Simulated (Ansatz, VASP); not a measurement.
## Two plane-wave programs on Na

```
Na
1.0
     6.70677    0.00000    0.00000
     0.00000    6.70677    0.00000
     0.00000    0.00000    6.70677
Na
8
Cartesian
  0.0000 0.0000 0.0000
  3.3534 3.3534 3.3534
  1.6767 0.0000 3.3534
  5.0301 0.0000 3.3534
  3.3534 1.6767 0.0000
  3.3534 5.0301 0.0000
  0.0000 3.3534 1.6767
  0.0000 3.3534 5.0301
```

Alike in both runs: task relaxation of cell and atoms; functional PBEsol; k mesh 4 × 4 × 4; occupations fermi-dirac, width 0.1 eV; no spin polarisation.

|  | VASP | Ansatz |
| --- | --- | --- |
| version | VASP 6.6.1 | Ansatz 0.2.0 |
| potentials or method | VASP PAW PBE potentials, release 64 (Na_pv), cutoff 600 eV | plane waves (420 eV) with PAW, scalar-relativistic |
| valence electrons in the cell | 56 | 72 |

|  | VASP | Ansatz | Ansatz less VASP |
| --- | --- | --- | --- |
| relaxed volume (Å³/atom) | 36.44 | 36.54 | +0.096 |
| relaxed length of the cell vector where the two differ most in proportion (Å) | 6.631 | 6.637 | +0.0058 |

VASP's potentials were made for PBE, not for PBEsol, and Ansatz warns of the same on its side. VASP's potentials hold 56 valence electrons a cell and Ansatz's 72, so a difference there can come from the potentials and not from the codes.
